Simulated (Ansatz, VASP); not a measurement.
**WS3 in VASP and in Ansatz**

```
CELL_PARAMETERS angstrom
4.60877 0.00000 0.00000
0.00000 4.60877 0.00000
0.00000 0.00000 4.60877
ATOMIC_POSITIONS crystal
W 0.00000 0.00000 0.00000
S 0.00000 0.00000 0.50000
S 0.00000 0.50000 0.00000
S 0.50000 0.00000 0.00000
```

Alike in both runs: task relaxation of cell and atoms; functional LDA; k mesh 10 × 10 × 10; occupations gaussian, width 0.1 eV; no spin polarisation.

|  | VASP | Ansatz |
| --- | --- | --- |
| version | VASP 6.6.1 | Ansatz 0.2.0 |
| potentials or method | VASP PAW LDA potentials, release 64 (W_sv, S), cutoff 600 eV | scalar-relativistic, plane waves, PAW |
| valence electrons in the cell | 32 | 32 |

Ansatz gave:

| Quantity | Value |
| --- | --- |
| gap on the k mesh at the Fermi level, each at its own relaxed structure (eV) | none |
| relaxed volume (Å³/atom) | 24.47 |
| relaxed length of the cell vector where the two differ most in proportion (Å) | 4.609 |

Question: Which values does VASP return?

Answer: gap on the k mesh at the Fermi level, each at its own relaxed structure (eV): none; relaxed volume (Å³/atom): 24.52; relaxed length of the cell vector where the two differ most in proportion (Å): 4.612.

LDA's correlation is that of Perdew and Zunger in VASP and of Perdew and Wang (1992) in Ansatz. A gap of «none» marks a metal or a gap that the smearing closes.

Neither program's run includes spin-orbit coupling.
